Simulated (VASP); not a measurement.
# EuFe3 (P4/mmm) in VASP: single point with PBE

Aim: the single point of EuFe3 with PBE.

All numbers are computed with VASP 6.6.1; they aren't measurements. Logs are shortened: lines on timing, memory, paths and dates and some standing lists are left out, and cuts for length are marked.

### Step 1. The cell of the first run

It takes space group P4/mmm (No. 123, tetragonal). Conventional cell: a = 3.963 Å, b = 3.963 Å, c = 4.002 Å, α = 90.00°, β = 90.00°, γ = 90.00°. Eu (site symmetry 4/mmm) has 12 Fe at 2.80 to 2.82 Å within 3.7 Å. Within 3.7 Å of Fe (site symmetry 4/mmm) lie 4 Eu at 2.80 Å and 8 Fe at 2.82 Å. Fe (site symmetry mmm) has 8 Fe at 2.80 to 2.82 Å and 4 Eu at 2.82 Å within 3.7 Å.

### Step 2. Single point, PBE, collinear spin, ferrimagnetic start

Input file INCAR:

```
  ALGO = Normal
  EDIFF = 1E-6
  ENCUT = 520
  GGA = PE
  ISIF = 2
  ISMEAR = 0
  ISPIN = 2
  LASPH = T
  LCHARG = F
  LMAXMIX = 6
  LORBIT = 11
  LREAL = F
  LWAVE = F
  MAGMOM = 7.15 -2.71 -2.71 -2.71
  NBANDS = 32
  NELM = 150
  PREC = Accurate
  SIGMA = 0.05
```

Input file KPOINTS:

```
k-points
0
Gamma
  8 8 8
```

Input file POSCAR:

```
EuFe3
1.0
    4.0024666938      0.0000000000      0.0000000000
    0.0000000000      3.9628383107      0.0000000000
    0.0000000000      0.0000000000      3.9628383107
Eu Fe
1 3
Direct
    0.0000000000      0.0000000000      0.0000000000
    0.0000000000      0.5000000000      0.5000000000
    0.5000000000      0.5000000000      0.0000000000
    0.5000000000      0.0000000000      0.5000000000
```

Potentials or basis: VASP PAW PBE potentials, release 64 (Eu, Fe).

On the command line:

```console
$ cat potpaw_PBE.64/Eu/POTCAR potpaw_PBE.64/Fe/POTCAR > POTCAR
$ mpirun -np 1 vasp_std > vasp.out
```

OUTCAR:

```text
EDIFF = 1E-6
   ENCUT = 520
   GGA = PE
   ISIF = 2
   ISMEAR = 0
   ISPIN = 2
   LASPH = T
   LORBIT = 11
   LREAL = F
   NELM = 150
   PREC = Accurate

 ion  position               nearest neighbor table
   1  0.000  0.000  0.000-   2 2.80   2 2.80   2 2.80   2 2.80   4 2.82   4 2.82   3 2.82   3 2.82
                             3 2.82   4 2.82   4 2.82   3 2.82
   2  0.000  0.500  0.500-   1 2.80   1 2.80   1 2.80   1 2.80   3 2.82   4 2.82   4 2.82   3 2.82
                             3 2.82   4 2.82   3 2.82   4 2.82
   3  0.500  0.500  0.000-   4 2.80   4 2.80   4 2.80   4 2.80   2 2.82   1 2.82   1 2.82   2 2.82
                             1 2.82   2 2.82   2 2.82   1 2.82
   4  0.500  0.000  0.500-   3 2.80   3 2.80   3 2.80   3 2.80   2 2.82   2 2.82   1 2.82   1 2.82
                             1 2.82   2 2.82   1 2.82   2 2.82

  LATTYP: Found a simple tetragonal cell.
 ALAT       =     3.9628383107
 C/A-ratio  =     1.0100000000

  Lattice vectors:

 A1 = (   0.0000000000,   3.9628383107,   0.0000000000)
 A2 = (   0.0000000000,   0.0000000000,   3.9628383107)
 A3 = (   4.0024666938,   0.0000000000,   0.0000000000)

Analysis of symmetry for initial positions (statically):
=====================================================================
 Subroutine PRICEL returns:
 Original cell was already a primitive cell.

 Routine SETGRP: Setting up the symmetry group for a
 simple tetragonal supercell.

 Subroutine GETGRP returns: Found 16 space group operations
 (whereof 16 operations were pure point group operations)
 out of a pool of 16 trial point group operations.

The static configuration has the point symmetry D_4h.

Analysis of symmetry for dynamics (positions and initial velocities):
=====================================================================
 Subroutine PRICEL returns:
 Original cell was already a primitive cell.

 Routine SETGRP: Setting up the symmetry group for a
 simple tetragonal supercell.

 Subroutine GETGRP returns: Found 16 space group operations
 (whereof 16 operations were pure point group operations)
 out of a pool of 16 trial point group operations.

The dynamic configuration has the point symmetry D_4h.

Analysis of structural, dynamic, and magnetic symmetry:
=====================================================================
 Subroutine PRICEL returns:
 Original cell was already a primitive cell.

 Routine SETGRP: Setting up the symmetry group for a
 simple tetragonal supercell.

 Subroutine GETGRP returns: Found 16 space group operations
 (whereof 16 operations were pure point group operations)
 out of a pool of 16 trial point group operations.

The overall configuration has the point symmetry D_4h.

 Subroutine INISYM returns: Found 16 space group operations
 (whereof 16 operations are pure point group operations),
 and found     1 'primitive' translations

----------------------------------------------------------------------------------------

                                     Primitive cell

  volume of cell :      62.8551

  direct lattice vectors                    reciprocal lattice vectors
     4.002466694  0.000000000  0.000000000     0.249845927  0.000000000  0.000000000
     0.000000000  3.962838311  0.000000000     0.000000000  0.252344386  0.000000000
     0.000000000  0.000000000  3.962838311     0.000000000  0.000000000  0.252344386

  length of vectors
     4.002466694  3.962838311  3.962838311     0.249845927  0.252344386  0.252344386

  position of ions in fractional coordinates (direct lattice)
     0.000000000  0.000000000  0.000000000
     0.000000000  0.500000000  0.500000000
     0.500000000  0.500000000  0.000000000
     0.500000000  0.000000000  0.500000000

  ion indices of the primitive-cell ions
   primitive index   ion index
                 1           1
                 2           2
                 3           3
                 4           4

----------------------------------------------------------------------------------------
[... 28 lines left out ...]
  0.125000  0.000000  0.000000      2.000000
  0.250000  0.000000  0.000000      2.000000
  0.375000  0.000000  0.000000      2.000000
  0.500000  0.000000  0.000000      1.000000
  0.000000  0.125000  0.000000      4.000000
[... 16 lines left out ...]
  0.250000  0.500000  0.000000      4.000000
  0.375000  0.500000  0.000000      4.000000
 [... further k-points ...]
   k-points           NKPTS =     75   k-points in BZ     NKDIM =     75   number of bands    NBANDS=     32
   number of dos      NEDOS =    301   number of ions     NIONS =      4
   total plane-waves  NPLWV =  27000
   dimension x,y,z NGX =    30 NGY =   30 NGZ =   30
   dimension x,y,z NGXF=    60 NGYF=   60 NGZF=   60
   ions per type =               1   3
   NGX,Y,Z   is equivalent  to a cutoff of  12.46, 12.59, 12.59 a.u.
   NGXF,Y,Z  is equivalent  to a cutoff of  24.92, 25.17, 25.17 a.u.
 SYSTEM =  unknown system
   PREC   = accura    normal or accurate (medium, high low for compatibility)
   ISTART =      0    job   : 0-new  1-cont  2-samecut
   ICHARG =      2    charge: 1-file 2-atom 10-const
   ISPIN  =      2    spin polarized calculation?
   LNONCOLLINEAR =      F non collinear calculations
   LSORBIT =      F    spin-orbit coupling
   LASPH  =      T    aspherical Exc in radial PAW
   ENCUT  =  520.0 eV  38.22 Ry    6.18 a.u.   7.44  7.37  7.37*2*pi/ulx,y,z
   NELM   =    150;   NELMIN=  2; NELMDL= -5     # of ELM steps
   EDIFF  = 0.1E-05   stopping-criterion for ELM
   LREAL  =      F    real-space projection
   EDIFFG = 0.1E-04   stopping-criterion for IOM
   NSW    =      0    number of steps for IOM
   IBRION =     -1    ionic relax: 0-MD 1-quasi-New 2-CG
   NFREE  =      0    steps in history (QN), initial steepest desc. (CG)
   ISIF   =      2    stress and relaxation
   ISYM   =      2    0-nonsym 1-usesym 2-fastsym
   POTIM  = 0.5000    time-step for ionic-motion
   TEBEG  =    0.0;   TEEND  =   0.0 temperature during run
   PSTRESS=    0.0 pullay stress
   NELECT =      41.0000    total number of electrons
   NUPDOWN=      -1.0000    fix difference up-down
   EMIN   =  10.00;   EMAX   =-10.00  energy-range for DOS
   EFERMI =   0.00;   METHOD = LEGACY
   ISMEAR =     0;   SIGMA  =   0.05  broadening in eV -4-tet -1-fermi 0-gaus
   EFERMI_NEDOS =   21; number of points for ismear=-14 and -15
   IALGO  =     38    algorithm
   IMIX   =      4    mixing-type and parameters
     AMIX     =   0.40;   BMIX     =  1.00
     AMIX_MAG =   1.60;   BMIX_MAG =  1.00
  volume/ion in A,a.u.               =      15.71       106.04
  Fermi-wavevector in a.u.,A,eV,Ry     =   1.419785  2.683005 27.426487  2.015790
  Thomas-Fermi vector in A             =   2.540769
   LORBIT       =     11    0 simple, 1 ext, 2 COOP (PROOUT), +10 PAW based schemes
   GGA     = PE    functional components
   LHFCALC =     F    Hartree Fock is set to
   AEXX    =    0.0000 exact exchange contribution
   IVDW    =     0    specifies the selected vdW correction
   LEPSILON=     F    determine dielectric tensor
   LRPA    =     F    only Hartree local field effects (RPA)
 spin polarized calculation
 Gauss-broadening in eV      SIGMA  =   0.05
  energy-cutoff  :      520.00
  volume of cell :       62.86
 maximum number of plane-waves:      1743
 NGX is ok and might be reduce to    30
   NGX = 15   NGY = 15   NGZ = 15

 number of electron      41.0000027 magnetization       0.0111890

 number of electron      41.0000025 magnetization      -0.3491015

 Free energy of the ion-electron system (eV)
  ---------------------------------------------------
  ext. energy  EPLUGINS =         0.00000000
  ---------------------------------------------------
  free energy    TOTEN  =       -34.25034930 eV

  energy without entropy =      -34.23914637  energy(sigma->0) =      -34.24474784

 E-fermi :   4.6785     XC(G=0): -12.0298

 val. band max:        4.6760943318   @ k =   0.0000   0.1250   0.0000
 cond. band min:       4.6880920800   @ k =   0.3750   0.5000   0.0000
 fundamental gap:      0.0119977482
 Fermi energy:         4.6785103285

 spin component 1

 k-point     1 :       0.0000    0.0000    0.0000
  band No.  band energies     occupation
      1     -36.2354      1.00000
      2     -14.9429      1.00000
      3     -14.9378      1.00000
      4     -14.9378      1.00000
      5      -1.9945      1.00000
      6       1.3413      1.00000
[... 829 lines left out ...]
     31       7.8048      0.00000
     32       8.2728      0.00000

 [... further k-points ...]

 spin component 2

 k-point     1 :       0.0000    0.0000    0.0000
  band No.  band energies     occupation
      1     -33.2461      1.00000
      2     -12.7451      1.00000
      3     -12.7381      1.00000
      4     -12.7381      1.00000
      5      -1.9306      1.00000
      6       0.4325      1.00000
[... 829 lines left out ...]
     31       8.7894      0.00000
     32       8.9206      0.00000

 [... further k-points ...]

------------------------ aborting loop because EDIFF is reached ----------------------------------------

  FORCE on cell =-STRESS in cart. coord.  units (eV):
  Direction    XX          YY          ZZ          XY          YZ          ZX
  --------------------------------------------------------------------------------------
  -------------------------------------------------------------------------------------
  Total       -0.2362157     -0.4032230     -0.4032230      0.0000000      0.0000000      0.0000000
  in kB       -6.0211414    -10.2781607    -10.2781607      0.0000000      0.0000000      0.0000000
  external PRESSURE =      -8.8591543 kB  Pullay stress =       0.0000000 kB

 VOLUME and BASIS-vectors are now :
 -----------------------------------------------------------------------------
  energy-cutoff  :      520.00
  volume of cell :       62.86
      direct lattice vectors                 reciprocal lattice vectors
     4.002466694  0.000000000  0.000000000     0.249845927  0.000000000  0.000000000
     0.000000000  3.962838311  0.000000000     0.000000000  0.252344386  0.000000000
     0.000000000  0.000000000  3.962838311     0.000000000  0.000000000  0.252344386

 POSITION                                       TOTAL-FORCE (eV/Angst)
 -----------------------------------------------------------------------------------
      0.00000      0.00000      0.00000         0.000000      0.000000      0.000000
      0.00000      1.98142      1.98142         0.000000      0.000000      0.000000
      2.00123      1.98142      0.00000         0.000000      0.000000      0.000000
      2.00123      0.00000      1.98142         0.000000      0.000000      0.000000
 -----------------------------------------------------------------------------------
    total drift:                                0.000000      0.000000     -0.000000

  FREE ENERGIE OF THE ION-ELECTRON SYSTEM (eV)
  ---------------------------------------------------
  free  energy   TOTEN  =       -34.2503493043 eV

  energy  without entropy=      -34.2391463702  energy(sigma->0) =      -34.24474784

 total charge

# of ion       s       p       d       f       tot
--------------------------------------------------
    1        2.106   5.701   0.794   6.370  14.971
    2        0.444   0.335   6.209   0.000   6.988
    3        0.444   0.336   6.202   0.000   6.982
    4        0.444   0.336   6.202   0.000   6.982
--------------------------------------------------
tot          3.437   6.709  19.407   6.370  35.923

 magnetization (x)

# of ion       s       p       d       f       tot
--------------------------------------------------
    1        0.011  -0.072   0.281   6.266   6.486
    2        0.012   0.039  -2.476   0.000  -2.425
    3        0.010   0.038  -2.488   0.000  -2.440
    4        0.010   0.038  -2.488   0.000  -2.440
--------------------------------------------------
tot          0.043   0.043  -7.170   6.266  -0.819
```

It took 22 min on 1 thread of Intel Xeon Platinum 8259CL at 2.50GHz (Skylake/Cascade Lake), shared host; peak memory 0.38 GiB.

Results:

```
Free energy                                           : -34.2503 eV
Pressure                                              : -0.9 GPa
Net moment                                            : -0.35 μB per cell
Site moments                                          : Eu +6.49; Fe -2.42, -2.44 (each value once) μB
Valence electrons inside the program's atomic spheres : Eu 14.97; Fe 6.99, 6.98 (each value once)
```

Stress tensor (GPa, compression positive):
```
-0.60  0.00  0.00
 0.00 -1.03  0.00
 0.00  0.00 -1.03
```

Levels at points of the mesh, in eV from the Fermi level:
Spin up:
```tsv
k point	band 17	band 18	band 19	band 20	band 21	band 22	band 23	band 24	band 25	band 26
(0.00, 0.00, 0.00)	-0.73	-0.71	-0.09	-0.02	-0.02	1.18	1.25	1.46	1.54	1.54
(0.50, 0.00, 0.00)	-0.85	-0.51	-0.37	-0.19	-0.19	0.47	0.55	0.74	0.74	0.79
(0.00, 0.50, 0.00)	-0.85	-0.50	-0.35	-0.22	-0.21	0.53	0.61	0.71	0.72	0.79
(0.50, 0.50, 0.00)	-0.70	-0.39	-0.26	-0.24	-0.07	-0.07	-0.05	0.30	0.68	0.77
(0.00, 0.50, 0.50)	-0.70	-0.42	-0.28	-0.25	-0.09	-0.09	-0.09	0.30	0.72	0.79
(0.50, 0.50, 0.50)	-0.36	-0.31	0.13	0.17	0.20	0.21	0.23	0.23	1.41	1.42
```
Spin down:
| k point | band 17 | band 18 | band 19 | band 20 | band 21 | band 22 | band 23 | band 24 | band 25 | band 26 |
| --- | --- | --- | --- | --- | --- | --- | --- | --- | --- | --- |
| (0.00, 0.00, 0.00) | -1.20 | -0.83 | -0.83 | -0.78 | 2.61 | 2.71 | 2.71 | 2.77 | 2.85 | 3.69 |
| (0.50, 0.00, 0.00) | -1.82 | -1.78 | -1.78 | -1.52 | -0.78 | 2.15 | 2.15 | 2.48 | 3.60 | 3.81 |
| (0.00, 0.50, 0.00) | -1.79 | -1.78 | -1.78 | -1.53 | -0.83 | 2.03 | 2.12 | 2.43 | 3.58 | 3.82 |
| (0.50, 0.50, 0.00) | -2.07 | -2.06 | -1.85 | -1.52 | -0.92 | 1.11 | 1.14 | 3.27 | 3.34 | 3.87 |
| (0.00, 0.50, 0.50) | -2.07 | -2.07 | -1.84 | -1.53 | -0.92 | 1.20 | 1.20 | 3.25 | 3.25 | 3.87 |
| (0.50, 0.50, 0.50) | -1.05 | -1.03 | -1.03 | -0.72 | 1.49 | 1.56 | 1.56 | 2.26 | 2.34 | 2.34 |

Caveat: spin-orbit coupling is left out, which moves the levels of the heavy elements; semilocal functionals describe open f shells poorly, which spoils levels, moments and volumes.
